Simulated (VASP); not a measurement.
Write the native input for VASP 6.6.1 that does the following.

```
Task                               : single point
Functional                         : r2SCANh
Potentials or basis                : VASP PAW PBE potentials, release 64 (Ga_d, F)
Cutoff                             : 520 eV
k mesh                             : 4 × 4 × 4
Occupations                        : fermi-dirac, width 0.05 eV
Spin                               : no spin polarisation
Dipole correction                  : no
Grid for exact exchange (PRECFOCK) : Normal
Further INCAR settings             : ALGO = Normal; EDIFF = 1e-06; NBANDS = 17
```

Crystal: GaF.

```
Ga F
1.0
     3.10129    0.00000    0.00000
     0.00000    3.10129    0.00000
     0.00000    0.00000    3.10129
Ga F
1 1
Direct
  0.00000 0.00000 0.00000
  0.50000 0.50000 0.50000
```

One way to write it, as run:

POSCAR

```
GaF
1.0
    3.1012912533      0.0000000000      0.0000000000
    0.0000000000      3.1012912533      0.0000000000
    0.0000000000      0.0000000000      3.1012912533
Ga F
1 1
Direct
    0.0000000000      0.0000000000      0.0000000000
    0.5000000000      0.5000000000      0.5000000000
```

INCAR.step1

```
  PREC = Accurate
  ENCUT = 520
  EDIFF = 1E-5
  ISMEAR = -1
  SIGMA = 0.05
  LREAL = False
  LASPH = True
  NELM = 100
  ALGO = Normal
  ISIF = 2
  LWAVE = True
  LCHARG = False
  NBANDS = 17
  GGA = PE
```

INCAR.step2

```
  PREC = Accurate
  ENCUT = 520
  EDIFF = 1E-6
  ISMEAR = -1
  SIGMA = 0.05
  LREAL = False
  LASPH = True
  NELM = 100
  ALGO = Normal
  ISIF = 2
  LWAVE = False
  LCHARG = False
  METAGGA = R2SCAN
  LHFCALC = True
  AEXX = 0.1
  LMIXTAU = True
  PRECFOCK = Normal
  NBANDS = 17
  ISTART = 1
```

KPOINTS

```
regular mesh
0
Gamma
  4 4 4
```

Potentials or basis: VASP PAW PBE potentials, release 64 (Ga_d, F).

The run is started by

```sh
$ cat potpaw_PBE.64/Ga_d/POTCAR potpaw_PBE.64/F/POTCAR > POTCAR
$ cp INCAR.step1 INCAR
$ mpirun -np 1 vasp_std > vasp.out
$ cp INCAR.step2 INCAR
$ mpirun -np 1 vasp_std > vasp.out
```

It gave:

| Property | Result |
| --- | --- |
| Pressure | 1.9 GPa |
| Band gap on the k mesh | 0.50 eV, indirect (least direct gap 1.92 eV) |

Caveat: the k points lie up to 0.51 Å⁻¹ apart; the PAW data sets were made with another functional, which shifts forces and pressure a little.

Wall time 6.8 min on 1 thread of AMD EPYC 7R43 64-Core Processor (Zen 3), on a shared host, peak memory 0.12 GiB.
